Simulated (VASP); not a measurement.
# Ti (P6/mmm) in VASP: notebook

The runs below take Ti through single point, with PBE.

Program: VASP 6.6.1. These are calculated values, not measurements. Logs are shortened: lines on timing, memory, paths and dates and some standing lists are left out, and cuts for length are marked.

### 1 The cell of the first run

The structure is hexagonal, space group P6/mmm (No. 191). The conventional cell has a = 2.421 Å, b = 2.421 Å, c = 2.371 Å, α = 90.00°, β = 90.00°, γ = 120.00°. Within 3.1 Å of Ti (site symmetry 6/mmm) lie 8 Ti at 2.37 to 2.42 Å.

### 2 Single point, PBE (volume scaled by 0.68)

INCAR

```
SYSTEM = Ti
PREC = Accurate
ENCUT = 520
EDIFF = 1E-6
ISMEAR = -1
SIGMA = 0.08
LREAL = .False.
LASPH = .True.
NELM = 80
ALGO = Normal
ISIF = 2
LWAVE = .False.
LCHARG = .False.
GGA = PE
NBANDS = 12
```

KPOINTS

```
regular mesh
0
Gamma
  15 15 14
  0 0 0
```

POSCAR

```
Ti
1.0
    2.4212762676      0.0000000000      0.0000000000
   -1.2106381338      2.0968867574      0.0000000000
    0.0000000000      0.0000000000      2.3705598484
Ti
1
Direct
    0.0000000000      0.0000000000      0.0000000000
```

Potentials or basis: VASP PAW PBE potentials, release 64 (Ti_sv).

Run with:

```sh
cat potpaw_PBE.64/Ti_sv/POTCAR > POTCAR
mpirun -np 1 vasp_std > vasp.out
```

OUTCAR:

```text
SYSTEM = Ti
   PREC = Accurate
   ENCUT = 520
   EDIFF = 1E-6
   ISMEAR = -1
   LREAL = .False.
   LASPH = .True.
   NELM = 80
   ISIF = 2
   GGA = PE

 ion  position               nearest neighbor table
   1  0.000  0.000  0.000-

  LATTYP: Found a hexagonal cell.
 ALAT       =     2.4212762676
 C/A-ratio  =     0.9790538486

  Lattice vectors:

 A1 = (   2.4212762676,   0.0000000000,   0.0000000000)
 A2 = (  -1.2106381338,   2.0968867574,   0.0000000000)
 A3 = (   0.0000000000,   0.0000000000,   2.3705598484)

Analysis of symmetry for initial positions (statically):
=====================================================================
 Subroutine PRICEL returns:
 Original cell was already a primitive cell.

 Routine SETGRP: Setting up the symmetry group for a
 hexagonal supercell.

 Subroutine GETGRP returns: Found 24 space group operations
 (whereof 24 operations were pure point group operations)
 out of a pool of 24 trial point group operations.

The static configuration has the point symmetry D_6h.

Analysis of symmetry for dynamics (positions and initial velocities):
=====================================================================
 Subroutine PRICEL returns:
 Original cell was already a primitive cell.

 Routine SETGRP: Setting up the symmetry group for a
 hexagonal supercell.

 Subroutine GETGRP returns: Found 24 space group operations
 (whereof 24 operations were pure point group operations)
 out of a pool of 24 trial point group operations.

The dynamic configuration has the point symmetry D_6h.

 Subroutine INISYM returns: Found 24 space group operations
 (whereof 24 operations are pure point group operations),
 and found     1 'primitive' translations

----------------------------------------------------------------------------------------

                                     Primitive cell

  volume of cell :      12.0357

  direct lattice vectors                    reciprocal lattice vectors
     2.421276268  0.000000000  0.000000000     0.413005328  0.238448738  0.000000000
    -1.210638134  2.096886757  0.000000000     0.000000000  0.476897475  0.000000000
     0.000000000  0.000000000  2.370559848     0.000000000  0.000000000  0.421841280

  length of vectors
     2.421276268  2.421276268  2.370559848     0.476897475  0.476897475  0.421841280

  position of ions in fractional coordinates (direct lattice)
     0.000000000  0.000000000  0.000000000

  ion indices of the primitive-cell ions
   primitive index   ion index
                 1           1

----------------------------------------------------------------------------------------

 KPOINTS: regular mesh

Automatic generation of k-mesh.
 Grid dimensions read from file:
 generate k-points for:   15   15   14

 Generating k-lattice:

  Cartesian coordinates                     Fractional coordinates (reciprocal lattice)
     0.027533689  0.015896583  0.000000000     0.066666667 -0.000000000  0.000000000
     0.000000000  0.031793165  0.000000000     0.000000000  0.066666667  0.000000000
     0.000000000  0.000000000  0.030131520     0.000000000  0.000000000  0.071428571

  Length of vectors
     0.031793165  0.031793165  0.030131520

  Shift w.r.t. Gamma in fractional coordinates (k-lattice)
     0.000000000  0.000000000  0.000000000

 Subroutine IBZKPT returns following result:
 ===========================================

 Found    216 irreducible k-points:

 Following reciprocal coordinates:
            Coordinates               Weight
  0.000000  0.000000  0.000000      1.000000
  0.066667  0.000000  0.000000      6.000000
  0.133333  0.000000  0.000000      6.000000
  0.200000 -0.000000  0.000000      6.000000
  0.266667  0.000000  0.000000      6.000000
  0.333333  0.000000  0.000000      6.000000
[... 16 lines left out ...]
  0.333333  0.200000  0.000000     12.000000
  0.400000  0.200000  0.000000      6.000000
 [... further k-points ...]
   k-points           NKPTS =    216   k-points in BZ     NKDIM =    216   number of bands    NBANDS=     12
   number of dos      NEDOS =    301   number of ions     NIONS =      1
   total plane-waves  NPLWV =   5832
   dimension x,y,z NGX =    18 NGY =   18 NGZ =   18
   dimension x,y,z NGXF=    36 NGYF=   36 NGZF=   36
   ions per type =               1
   NGX,Y,Z   is equivalent  to a cutoff of  12.36, 12.36, 12.62 a.u.
   NGXF,Y,Z  is equivalent  to a cutoff of  24.72, 24.72, 25.25 a.u.
 SYSTEM =  Ti
   PREC   = accura    normal or accurate (medium, high low for compatibility)
   ISTART =      0    job   : 0-new  1-cont  2-samecut
   ICHARG =      2    charge: 1-file 2-atom 10-const
   ISPIN  =      1    spin polarized calculation?
   LNONCOLLINEAR =      F non collinear calculations
   LSORBIT =      F    spin-orbit coupling
   LASPH  =      T    aspherical Exc in radial PAW
   ENCUT  =  520.0 eV  38.22 Ry    6.18 a.u.   4.50  4.50  4.41*2*pi/ulx,y,z
   NELM   =     80;   NELMIN=  2; NELMDL= -5     # of ELM steps
   EDIFF  = 0.1E-05   stopping-criterion for ELM
   LREAL  =      F    real-space projection
   EDIFFG = 0.1E-04   stopping-criterion for IOM
   NSW    =      0    number of steps for IOM
   IBRION =     -1    ionic relax: 0-MD 1-quasi-New 2-CG
   NFREE  =      0    steps in history (QN), initial steepest desc. (CG)
   ISIF   =      2    stress and relaxation
   ISYM   =      2    0-nonsym 1-usesym 2-fastsym
   POTIM  = 0.5000    time-step for ionic-motion
   TEBEG  =    0.0;   TEEND  =   0.0 temperature during run
   PSTRESS=    0.0 pullay stress
   NELECT =      12.0000    total number of electrons
   NUPDOWN=      -1.0000    fix difference up-down
   EMIN   =  10.00;   EMAX   =-10.00  energy-range for DOS
   EFERMI =   0.00;   METHOD = LEGACY
   ISMEAR =    -1;   SIGMA  =   0.08  broadening in eV -4-tet -1-fermi 0-gaus
   EFERMI_NEDOS =   21; number of points for ismear=-14 and -15
   IALGO  =     38    algorithm
   IMIX   =      4    mixing-type and parameters
     AMIX     =   0.40;   BMIX     =  1.00
     AMIX_MAG =   1.60;   BMIX_MAG =  1.00
  volume/ion in A,a.u.               =      12.04        81.22
  Fermi-wavevector in a.u.,A,eV,Ry     =   1.635480  3.090609 36.392781  2.674794
  Thomas-Fermi vector in A             =   2.726946
   LORBIT       =      0    0 simple, 1 ext, 2 COOP (PROOUT), +10 PAW based schemes
   GGA     = PE    functional components
   LHFCALC =     F    Hartree Fock is set to
   AEXX    =    0.0000 exact exchange contribution
   IVDW    =     0    specifies the selected vdW correction
   LEPSILON=     F    determine dielectric tensor
   LRPA    =     F    only Hartree local field effects (RPA)
 non-spin polarized calculation
  energy-cutoff  :      520.00
  volume of cell :       12.04
 maximum number of plane-waves:       335
 NGX is ok and might be reduce to    18
   NGX =  9   NGY =  9   NGZ =  9

 number of electron      11.9999991 magnetization

 Free energy of the ion-electron system (eV)
  ---------------------------------------------------
  ext. energy  EPLUGINS =         0.00000000
  ---------------------------------------------------
  free energy    TOTEN  =        -6.57012917 eV

  energy without entropy =       -6.55437757  energy(sigma->0) =       -6.56225337

 E-fermi :  12.4578     XC(G=0): -13.2969

 val. band max:       12.4540727698   @ k =   0.1333   0.1333   0.2143
 cond. band min:      12.4597533361   @ k =   0.2000   0.1333   0.4286
 fundamental gap:      0.0056805663
 Fermi energy:        12.4578134572

 k-point     1 :       0.0000    0.0000    0.0000
  band No.  band energies     occupation
      1     -43.9146      2.00000
      2     -18.9441      2.00000
      3     -18.6393      2.00000
      4     -18.6393      2.00000
      5       6.2181      2.00000
      6      10.1897      2.00000
      7      13.7599      0.00000
      8      13.7599      0.00000
      9      18.4060      0.00000
     10      18.4060      0.00000
     11      30.8491      0.00000
     12      31.9449      0.00000

 k-point     2 :       0.0667    0.0000    0.0000
  band No.  band energies     occupation
      1     -43.8894      2.00000
      2     -18.9305      2.00000
      3     -18.7589      2.00000
      4     -18.6642      2.00000
      5       6.4264      2.00000
      6      10.2962      2.00000
      7      13.5537      0.00000
      8      13.9351      0.00000
      9      18.2056      0.00000
     10      18.3751      0.00000
     11      31.1317      0.00000
     12      32.3016      0.00000

 k-point     3 :       0.1333    0.0000    0.0000
  band No.  band energies     occupation
      1     -43.8175      2.00000
      2     -19.0910      2.00000
      3     -18.8922      2.00000
      4     -18.7341      2.00000
      5       7.0067      2.00000
      6      10.5869      2.00000
      7      13.0573      0.00111
      8      14.4461      0.00000
      9      17.6785      0.00000
     10      18.2888      0.00000
     11      31.6308      0.00000
     12      33.2879      0.00000
[... 286 lines left out ...]
 k-point    23 :       0.3333    0.2000    0.0000
  band No.  band energies     occupation
      1     -43.2722      2.00000
      2     -20.8350      2.00000
      3     -19.7353      2.00000
      4     -18.6111      2.00000
      5      10.5331      2.00000
      6      11.8666      1.99877
      7      13.1747      0.00026
      8      15.4088      0.00000
      9      16.9462      0.00000
     10      20.3586      0.00000
     11      25.2486      0.00000
     12      27.4235      0.00000

 k-point    24 :       0.4000    0.2000    0.0000
  band No.  band energies     occupation
      1     -43.2493      2.00000
      2     -20.8844      2.00000
      3     -19.7932      2.00000
      4     -18.5997      2.00000
      5      10.4553      2.00000
      6      12.0597      1.98630
      7      13.4382      0.00001
      8      15.3591      0.00000
      9      16.8658      0.00000
     10      20.7707      0.00000
     11      24.6500      0.00000
     12      27.1013      0.00000

 [... further k-points ...]

------------------------ aborting loop because EDIFF is reached ----------------------------------------

  FORCE on cell =-STRESS in cart. coord.  units (eV):
  Direction    XX          YY          ZZ          XY          YZ          ZX
  --------------------------------------------------------------------------------------
  -------------------------------------------------------------------------------------
  Total        5.2011107      5.2011107      5.1695659      0.0000000     -0.0000000     -0.0000000
  in kB      692.3671158    692.3671159    688.1679003      0.0000000     -0.0000000     -0.0000000
  external PRESSURE =     690.9673774 kB  Pullay stress =       0.0000000 kB

 VOLUME and BASIS-vectors are now :
 -----------------------------------------------------------------------------
  energy-cutoff  :      520.00
  volume of cell :       12.04
      direct lattice vectors                 reciprocal lattice vectors
     2.421276268  0.000000000  0.000000000     0.413005328  0.238448738  0.000000000
    -1.210638134  2.096886757  0.000000000     0.000000000  0.476897475  0.000000000
     0.000000000  0.000000000  2.370559848     0.000000000  0.000000000  0.421841280

 POSITION                                       TOTAL-FORCE (eV/Angst)
 -----------------------------------------------------------------------------------
      0.00000      0.00000      0.00000         0.000000      0.000000      0.000000
 -----------------------------------------------------------------------------------
    total drift:                                0.000000      0.000000      0.000000

  FREE ENERGIE OF THE ION-ELECTRON SYSTEM (eV)
  ---------------------------------------------------
  free  energy   TOTEN  =        -6.5701291685 eV

  energy  without entropy=       -6.5543775692  energy(sigma->0) =       -6.56225337
```

Wall time 14 s (1 thread of Intel Xeon 6975P-C (Granite Rapids), shared host); peak memory 0.14 GiB.

Results:

| Property | Result |
| --- | --- |
| Free energy | -6.5701 eV |
| Pressure | 69.1 GPa |
| Band gap on the k mesh | zero (band 6 reaches 12.88 eV, above the bottom of band 7 at 12.06 eV) |

Caveat: the cell differs from its parent crystal (volume scaled by 0.68).

### 3 Single point, PBE (volume scaled by 0.76)

INCAR

```
PREC = Accurate ; ENCUT = 520
EDIFF = 1E-6 ; ISMEAR = -1
SIGMA = 0.08 ; LREAL = False
LASPH = True ; NELM = 60
ALGO = Normal ; ISIF = 2
LWAVE = False ; LCHARG = False
GGA = PE ; NBANDS = 12
```

KPOINTS

```
Automatic mesh
0
Gamma
  15 15 14
```

POSCAR

```
Ti
1.0
    2.5086261649      0.0000000000      0.0000000000
   -1.2543130825      2.1725339874      0.0000000000
    0.0000000000      0.0000000000      2.4681548250
Ti
1
Direct
    0.0000000000      0.0000000000      0.0000000000
```

Potentials or basis: VASP PAW PBE potentials, release 64 (Ti_sv).

Run with:

```sh
cat potpaw_PBE.64/Ti_sv/POTCAR > POTCAR
mpirun -np 1 vasp_std > vasp.out
```

Run time: 12 s. Hardware: 1 thread of Intel Xeon 6975P-C (Granite Rapids), shared host; peak memory 0.14 GiB.

It converged, with:

| Item | Value |
| --- | --- |
| Free energy | -7.0471 eV |
| Pressure | 40.8 GPa |
| Band gap on the k mesh | zero (band 6 reaches 11.32 eV, above the bottom of band 7 at 10.65 eV) |

Stress tensor (GPa, compression positive):
```
40.73  0.00  0.00
 0.00 40.73  0.00
 0.00  0.00 40.81
```

Levels at points of the mesh, in eV from the Fermi level:
| k point | band 3 | band 4 | band 5 | band 6 | band 7 | band 8 | band 9 | band 10 |
| --- | --- | --- | --- | --- | --- | --- | --- | --- |
| (0.00, 0.00, 0.00) | -31.45 | -31.45 | -6.17 | -1.89 | 1.31 | 1.31 | 5.31 | 5.31 |
| (0.00, 0.00, 0.50) | -31.32 | -31.32 | -2.11 | 0.00 | 1.91 | 1.91 | 3.24 | 3.24 |

Caveat: the cell differs from its parent crystal (volume scaled by 0.76).

### 4 Single point, PBE (volume scaled by 0.84)

INCAR

```
PREC = Accurate
ENCUT = 520
EDIFF = 1E-7
ISMEAR = -1
SIGMA = 0.08
LREAL = False
LASPH = True
NELM = 60
ALGO = Normal
ISIF = 2
LWAVE = False
LCHARG = False
GGA = PE
NBANDS = 12
```

KPOINTS is that of step 3.

POSCAR

```
Ti
1.0
    2.5892329179      0.0000000000      0.0000000000
   -1.2946164590      2.2423414832      0.0000000000
    0.0000000000      0.0000000000      2.5607533448
Ti
1
Direct
    0.0000000000      0.0000000000      0.0000000000
```

Run with:

```sh
cat potpaw_PBE.64/Ti_sv/POTCAR > POTCAR
mpirun -np 1 vasp_std > vasp.out
```

Run time: 16 s. Hardware: 1 thread of Intel Xeon 6975P-C (Granite Rapids), shared host; peak memory 0.15 GiB.

It converged, with:

```
Free energy            : -7.3187 eV
Pressure               : 21.7 GPa
Band gap on the k mesh : zero (band 6 reaches 10.10 eV, above the bottom of band 7 at 9.50 eV)
```

Levels at points of the mesh, in eV from the Fermi level:
```tsv
k point	band 2	band 3	band 4	band 5	band 6	band 7	band 8	band 9	band 10	band 11
(0.00, 0.00, 0.00)	-32.02	-31.77	-31.77	-6.07	-1.62	1.27	1.27	4.76	4.76	16.46
(0.00, 0.00, 0.50)	-33.16	-31.67	-31.67	-2.21	-0.29	1.78	1.78	3.01	3.01	8.59
```

Caveat: the cell differs from its parent crystal (volume scaled by 0.84).

### 5 Single point, PBE (volume scaled by 0.92)

INCAR

```
PREC = Accurate
ENCUT = 520
EDIFF = 1E-7
ISMEAR = -1
SIGMA = 0.08
LREAL = F
LASPH = T
NELM = 60
ALGO = Normal
ISIF = 2
LWAVE = F
LCHARG = T
GGA = PE
LELF = T
LVHAR = T
NBANDS = 12
```

KPOINTS

```
regular mesh
0
Gamma
  15 15 14
```

POSCAR

```
Ti
1.0
    2.6647061590      0.0000000000      0.0000000000
   -1.3323530795      2.3077032273      0.0000000000
    0.0000000000      0.0000000000      2.6480115677
Ti
1
Direct
    0.0000000000      0.0000000000      0.0000000000
```

Run with:

```sh
cat potpaw_PBE.64/Ti_sv/POTCAR > POTCAR
mpirun -np 1 vasp_std > vasp.out
```

It took 20 s on 1 thread of Intel Xeon 6975P-C (Granite Rapids), shared host; peak memory 0.15 GiB.

Results (log left out):

```yaml
Free_energy: -7.4504 eV
Pressure: 8.7 GPa
Band_gap_on_the_k_mesh: zero (band 6 reaches 9.07 eV, above the bottom of band 7 at 8.52 eV)
```

Levels at points of the mesh, in eV from the Fermi level:
```csv
k point,band 3,band 4,band 5,band 6,band 7,band 8,band 9,band 10
"(0.00, 0.00, 0.00)",-32.04,-32.04,-5.93,-1.42,1.21,1.21,4.29,4.29
"(0.00, 0.00, 0.50)",-31.98,-31.98,-2.27,-0.48,1.65,1.65,2.79,2.79
```

Caveat: the cell differs from its parent crystal (volume scaled by 0.92).

### 6 Single point, PBE

This run uses another cell than the first one, of 17.70 Å³/atom, 1.471 times its volume.

INCAR

```
SYSTEM = Ti
PREC     = Accurate       ! precision mode
ENCUT    = 520            ! plane-wave cutoff, eV
EDIFF    = 1E-6           ! SCF threshold, eV
ISMEAR   = -1             ! smearing method
SIGMA    = 0.08           ! smearing width, eV
LREAL    = .False.        ! projectors in reciprocal space
LASPH    = .True.         ! aspherical terms in the spheres
NELM     = 80             ! most SCF steps
ALGO     = Normal         ! electronic algorithm
ISIF     = 2              ! what is computed and relaxed
LWAVE    = .False.        ! write WAVECAR
LCHARG   = .False.        ! write CHGCAR
GGA      = PE             ! functional
NBANDS   = 12             ! bands
```

KPOINTS

```
regular mesh
0
Gamma
  15 15 14
  0 0 0
```

POSCAR

```
Ti
1.0
    2.7347814561      0.0000000000      0.0000000000
   -1.3673907281      2.3683902148      0.0000000000
    0.0000000000      0.0000000000      2.7326590532
Ti
1
Direct
    0.0000000000      0.0000000000      0.0000000000
```

Potentials or basis: VASP PAW PBE potentials, release 64 (Ti_sv).

Run with:

```sh
cat potpaw_PBE.64/Ti_sv/POTCAR > POTCAR
mpirun -np 1 vasp_std > vasp.out
```

Run time: 17 s. Hardware: 1 thread of Intel Xeon 6975P-C (Granite Rapids), shared host; peak memory 0.15 GiB.

It converged, with:

```yaml
Free_energy: -7.4863 eV
Pressure: -0.2 GPa
Band_gap_on_the_k_mesh: zero (band 6 reaches 8.17 eV, above the bottom of band 7 at 7.66 eV)
```

Levels at points of the mesh, in eV from the Fermi level:
| k point | band 3 | band 4 | band 5 | band 6 | band 7 | band 8 | band 9 | band 10 |
| --- | --- | --- | --- | --- | --- | --- | --- | --- |
| (0.00, 0.00, 0.00) | -32.29 | -32.29 | -5.78 | -1.26 | 1.15 | 1.15 | 3.89 | 3.89 |
| (0.00, 0.00, 0.50) | -32.24 | -32.24 | -2.31 | -0.61 | 1.53 | 1.53 | 2.59 | 2.59 |

### 7 Summary

```csv
cell,gap on the mesh (eV),pressure (GPa)
"a = 2.421, b = 2.421, c = 2.371 Å, angles 90.0, 90.0, 120.0°, 1 atom",none,69.1
"a = 2.509, b = 2.509, c = 2.468 Å, angles 90.0, 90.0, 120.0°, 1 atom",none,40.8
"a = 2.589, b = 2.589, c = 2.561 Å, angles 90.0, 90.0, 120.0°, 1 atom",none,21.7
"a = 2.665, b = 2.665, c = 2.648 Å, angles 90.0, 90.0, 120.0°, 1 atom",none,8.7
"a = 2.735, b = 2.735, c = 2.733 Å, angles 90.0, 90.0, 120.0°, 1 atom",none,-0.2
```

Alike in all rows: task single point; level PBE; potentials or basis VASP PAW PBE potentials, release 64 (Ti_sv); no spin polarisation; k mesh 15 × 15 × 14; cutoff (eV) 520; smearing fermi-dirac 0.08 eV.

Total energies depend on the potentials used, so only differences within one code and one set of settings carry meaning.
